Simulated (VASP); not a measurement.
Sb:

```
Sb
1.0
    -1.59729    1.59729    2.74763
     1.59729   -1.59729    2.74763
     1.59729    1.59729   -2.74763
Sb
1
Direct
  0.00000 0.00000 0.00000
```

This cell differs from its parent crystal: volume scaled by 1.04.

Base run:

| Property | Result |
| --- | --- |
| Program | VASP 6.6.1 |
| Functional | PBEsol |
| Potentials or basis | VASP PAW PBE potentials, release 64 (Sb) |
| Cutoff | 520 eV |
| k mesh | 12 × 12 × 12 |
| Occupations | fermi-dirac, width 0.05 eV |
| Spin | no spin polarisation |

Its results: pressure -3.5 GPa.

Question: After a change of settings the same cell gave: pressure -0.7 GPa. Which change was it?
A. functional from PBEsol to PBE
B. occupations from fermi-dirac, width 0.05 eV to gaussian, width 0.01 eV; dispersion from none to D4
C. functional from PBEsol to LDA; potentials or basis from VASP PAW PBE potentials, release 64 (Sb) to VASP PAW LDA potentials, release 64 (Sb)

Answer: A.

PBE binds less tightly than PBEsol, so the same cell stands under more pressure.

Caveats: the PAW data sets were made with another functional, which shifts forces and pressure a little (some runs).
